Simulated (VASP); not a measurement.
# VO2 (P4_2/mnm) in VASP: notebook, part 2 of 2

VASP 6.6.1. Earlier steps stand in the parts before.

### 3 Relaxation of shape and atoms at fixed volume, PBE, collinear spin, ferromagnetic start (9.64 Å³/atom)

This run uses another cell than the first one, of 9.64 Å³/atom.

INCAR

```
PREC = Accurate ; ENCUT = 600
EDIFF = 1E-7 ; ISMEAR = 0
SIGMA = 0.1 ; LREAL = F
LASPH = T ; NELM = 200
ALGO = Normal ; ISIF = 4
LWAVE = F ; LCHARG = F
ISPIN = 2 ; MAGMOM = 0.92 0.92 0 0 0 0
LORBIT = 11 ; LMAXMIX = 4
GGA = PE ; IBRION = 2
NSW = 50 ; EDIFFG = -0.01
GGA_COMPAT = F ; NELMIN = 4
KPAR = 4
```

KPOINTS

```
Automatic mesh
0
Gamma
  8 8 12
```

POSCAR

```
VO2
1.0
    4.5372443974      0.0000000000      0.0000000000
    0.0000000000      4.5372443974      0.0000000000
    0.0000000000      0.0000000000      2.8096957076
V O
2 4
Direct
    0.0000000000      0.0000000000      0.0000000000
    0.5000000000      0.5000000000      0.5000000000
    0.2999928517      0.2999928517      0.0000000000
    0.2000071483      0.7999928517      0.5000000000
    0.7000071483      0.7000071483      0.0000000000
    0.7999928517      0.2000071483      0.5000000000
```

Potentials or basis: VASP PAW PBE potentials, release 64 (V_sv, O).

The run is started by

```bash
cat potpaw_PBE.64/V_sv/POTCAR potpaw_PBE.64/O/POTCAR > POTCAR
mpirun -np 4 vasp_std > vasp.out
```

Run time: 1.8 min. Hardware: 4 MPI ranks of Intel Xeon 6975P-C (Granite Rapids), shared host; peak memory 0.43 GiB.

Results (log left out):

```
Free energy                                           : -51.9212 eV
Energy gained by relaxing                             : 0.7 meV/atom
Ionic steps                                           : 4
Pressure after relaxing                               : 8.1 GPa
Band gap on the k mesh                                : zero (filled and empty bands overlap)
Net moment                                            : 2.00 μB per cell
Site moments                                          : V +1.04; O -0.05 μB
Valence electrons inside the program's atomic spheres : V 11.59; O 5.06
```

Forces in eV/Å, atoms in the order of the input:
```
V    0.000  0.000  0.000
V    0.000  0.000  0.000
O   -0.002 -0.002  0.000
O    0.002 -0.002  0.000
O    0.002  0.002  0.000
O   -0.002  0.002  0.000
```

Stress tensor (GPa, compression positive):
```
8.16 0.00 0.00
0.00 8.16 0.00
0.00 0.00 8.05
```

The path:
| step | energy change (eV) | largest force (eV/Å) | pressure (GPa) | volume (Å³) |
| --- | --- | --- | --- | --- |
| 1 | 0.0000 | 0.1924 | 8.72 | 57.84 |
| 2 | -0.0042 | 0.0019 | 8.10 | 57.84 |
| 3 | -0.0042 | 0.0091 | 8.13 | 57.84 |
| 4 | -0.0042 | 0.0027 | 8.12 | 57.84 |

Final structure:
```xyz
6
Lattice="4.5319 0.0000 0.0000 0.0000 4.5319 0.0000 0.0000 0.0000 2.8164" Properties=species:S:1:pos:R:3 pbc="T T T"
V     0.0000    4.5319    0.0000
V     2.2659    2.2659    1.4082
O     1.3530    1.3530    2.8164
O     0.9129    3.6189    1.4082
O     3.1789    3.1789    0.0000
O     3.6189    0.9129    1.4082
```

Levels at points of the mesh, in eV from the Fermi level:
Spin up:
```
           k point  band 22  band 23  band 24  band 25  band 26  band 27  band 28  band 29  band 30  band 31
(0.00, 0.00, 0.00)    -1.99    -1.99    -1.51    -1.07    -0.85    -0.34    -0.34    -0.29     1.94     1.99
(0.50, 0.00, 0.00)    -3.29    -2.25    -2.25    -0.35    -0.35     0.34     0.34     1.01     1.01     3.79
(0.50, 0.50, 0.00)    -2.87    -2.78    -2.78    -1.05    -1.05    -0.31    -0.31     1.43     1.43     3.43
(0.00, 0.00, 0.50)    -4.16    -3.19    -3.19     0.45     0.45     0.60     0.60     1.05     1.05     3.11
(0.50, 0.00, 0.50)    -3.90    -2.59    -2.59    -0.87    -0.87     0.59     0.59     1.35     1.35     2.45
(0.50, 0.50, 0.50)    -3.08    -2.26    -2.26     0.12     0.12     0.43     0.43     0.60     0.60     3.68
```
Spin down:
| k point | band 22 | band 23 | band 24 | band 25 | band 26 | band 27 |
| --- | --- | --- | --- | --- | --- | --- |
| (0.00, 0.00, 0.00) | -2.07 | -2.07 | -1.52 | 0.14 | 0.18 | 0.76 |
| (0.50, 0.00, 0.00) | -3.18 | -2.31 | -2.31 | 0.76 | 0.76 | 1.51 |
| (0.50, 0.50, 0.00) | -2.90 | -2.83 | -2.83 | 0.09 | 0.09 | 0.93 |
| (0.00, 0.00, 0.50) | -4.07 | -3.15 | -3.15 | 1.41 | 1.41 | 1.80 |
| (0.50, 0.00, 0.50) | -3.70 | -2.68 | -2.68 | 0.28 | 0.28 | 1.78 |
| (0.50, 0.50, 0.50) | -2.99 | -2.28 | -2.28 | 1.06 | 1.06 | 1.46 |

Caveat: semilocal functionals often make such compounds metallic where correlation or magnetic order opens a gap, which also shifts bond lengths.

### 4 Relaxation of shape and atoms at fixed volume, PBE, collinear spin, ferromagnetic start (10.93 Å³/atom)

This run uses another cell than the first one, of 10.93 Å³/atom.

INCAR

```
SYSTEM = VO2
ALGO = Normal
EDIFF = 1E-7
EDIFFG = -0.01
ENCUT = 600
GGA = PE
GGA_COMPAT = .FALSE.
IBRION = 2
ISIF = 4
ISMEAR = 0
ISPIN = 2
KPAR = 4
LASPH = .TRUE.
LCHARG = .FALSE.
LMAXMIX = 4
LORBIT = 11
LREAL = .FALSE.
LWAVE = .FALSE.
MAGMOM = 0.92 0.92 0 0 0 0
NELM = 200
NELMIN = 4
NSW = 50
PREC = Accurate
SIGMA = 0.1
```

KPOINTS

```
k-points
0
G
  8 8 12
  0 0 0
```

POSCAR

```
VO2
1.0
    4.7449686314      0.0000000000      0.0000000000
    0.0000000000      4.7449686314      0.0000000000
    0.0000000000      0.0000000000      2.9133850921
V O
2 4
Direct
    0.0000000000      0.0000000000      0.0000000000
    0.5000000000      0.5000000000      0.5000000000
    0.3035042770      0.3035042770      0.0000000000
    0.1964957230      0.8035042770      0.5000000000
    0.6964957230      0.6964957230      0.0000000000
    0.8035042770      0.1964957230      0.5000000000
```

The run is started by

```bash
cat potpaw_PBE.64/V_sv/POTCAR potpaw_PBE.64/O/POTCAR > POTCAR
mpirun -np 4 vasp_std > vasp.out
```

Wall time 6 min (4 MPI ranks of Intel Xeon Platinum 8259CL at 2.50GHz (Skylake/Cascade Lake), shared host); peak memory 0.49 GiB.

Results (log left out):

```
Free energy                                           : -51.6729 eV
Energy gained by relaxing                             : 1.4 meV/atom
Ionic steps                                           : 5
Pressure after relaxing                               : -15.5 GPa
Band gap on the k mesh                                : zero (filled and empty bands overlap)
Net moment                                            : 2.00 μB per cell
Site moments                                          : V +1.09; O -0.07 μB
Valence electrons inside the program's atomic spheres : V 11.35; O 5.00
```

The path:
```
step  energy change (eV)  largest force (eV/Å)  pressure (GPa)  volume (Å³)
   1              0.0000                0.1858          -16.97        65.59
   2             -0.0064                0.0995          -16.26        65.59
   3             -0.0086                0.0138          -15.53        65.59
   4             -0.0086                0.0103          -15.50        65.59
   5             -0.0086                0.0005          -15.49        65.59
```

Final structure:
```cif
data_structure
_symmetry_space_group_name_H-M 'P 1'
_symmetry_Int_Tables_number 1
_cell_length_a 4.7580
_cell_length_b 4.7580
_cell_length_c 2.8974
_cell_angle_alpha 90.000
_cell_angle_beta 90.000
_cell_angle_gamma 90.000
_cell_volume 65.59
loop_
_atom_site_label
_atom_site_type_symbol
_atom_site_fract_x
_atom_site_fract_y
_atom_site_fract_z
_atom_site_occupancy
V1 V 0.00000 0.00000 0.00000 1
V2 V 0.50000 0.50000 0.50000 1
O1 O 0.30627 0.30627 0.00000 1
O2 O 0.19373 0.80627 0.50000 1
O3 O 0.69373 0.69373 0.00000 1
O4 O 0.80627 0.19373 0.50000 1
```

Levels at points of the mesh, in eV from the Fermi level:
Spin up:
| k point | band 24 | band 25 | band 26 | band 27 | band 28 | band 29 |
| --- | --- | --- | --- | --- | --- | --- |
| (0.00, 0.00, 0.00) | -1.62 | -0.87 | -0.57 | -0.35 | -0.35 | 0.04 |
| (0.50, 0.00, 0.00) | -2.04 | -0.23 | -0.23 | 0.06 | 0.06 | 0.89 |
| (0.50, 0.50, 0.00) | -2.38 | -0.82 | -0.82 | -0.34 | -0.34 | 1.19 |
| (0.00, 0.00, 0.50) | -2.95 | 0.15 | 0.15 | 0.46 | 0.46 | 0.93 |
| (0.50, 0.00, 0.50) | -2.18 | -0.78 | -0.78 | 0.44 | 0.44 | 1.11 |
| (0.50, 0.50, 0.50) | -2.22 | -0.10 | -0.10 | 0.46 | 0.46 | 0.51 |
Spin down:
| k point | band 20 | band 21 | band 22 | band 23 | band 24 | band 25 | band 26 | band 27 | band 28 | band 29 |
| --- | --- | --- | --- | --- | --- | --- | --- | --- | --- | --- |
| (0.00, 0.00, 0.00) | -3.07 | -1.98 | -1.85 | -1.85 | -1.54 | 0.30 | 0.41 | 1.04 | 1.04 | 1.07 |
| (0.50, 0.00, 0.00) | -4.27 | -2.70 | -2.70 | -2.14 | -2.14 | 0.85 | 0.85 | 1.39 | 1.39 | 1.93 |
| (0.50, 0.50, 0.00) | -3.41 | -2.50 | -2.50 | -2.47 | -2.47 | 0.27 | 0.27 | 1.05 | 1.05 | 2.14 |
| (0.00, 0.00, 0.50) | -4.31 | -3.27 | -3.27 | -2.92 | -2.92 | 1.23 | 1.23 | 1.59 | 1.59 | 1.90 |
| (0.50, 0.00, 0.50) | -3.80 | -3.34 | -3.34 | -2.33 | -2.33 | 0.48 | 0.48 | 1.58 | 1.58 | 2.06 |
| (0.50, 0.50, 0.50) | -4.29 | -2.47 | -2.47 | -2.22 | -2.22 | 0.99 | 0.99 | 1.56 | 1.56 | 1.62 |

Caveat: semilocal functionals often make such compounds metallic where correlation or magnetic order opens a gap, which also shifts bond lengths. With open d or f shells a metallic result of PBE can be an artefact of self-interaction; +U or a hybrid may open a gap.

### 5 Summary

| cell | gap on the mesh (eV) | pressure (GPa) | moment (μB) |
| --- | --- | --- | --- |
| relaxed from a = 4.629, b = 4.629, c = 2.866 Å, 6 atoms, atomic positions A | none | -5.6 | 2.00 |
| relaxed from a = 4.537, b = 4.537, c = 2.810 Å, 6 atoms, atomic positions A | none | 8.1 | 2.00 |
| relaxed from a = 4.745, b = 4.745, c = 2.913 Å, 6 atoms, atomic positions B | none | -15.5 | 2.00 |

Alike in all rows: task relaxation of shape and atoms at fixed volume; level PBE; potentials or basis VASP PAW PBE potentials, release 64 (V_sv, O); spin collinear, ferromagnetic start; k mesh 8 × 8 × 12; cutoff (eV) 600; smearing gaussian 0.1 eV.

Caveats: semilocal functionals often make such compounds metallic where correlation or magnetic order opens a gap, which also shifts bond lengths.

Total energies depend on the potentials used, so only differences within one code and one set of settings carry meaning.
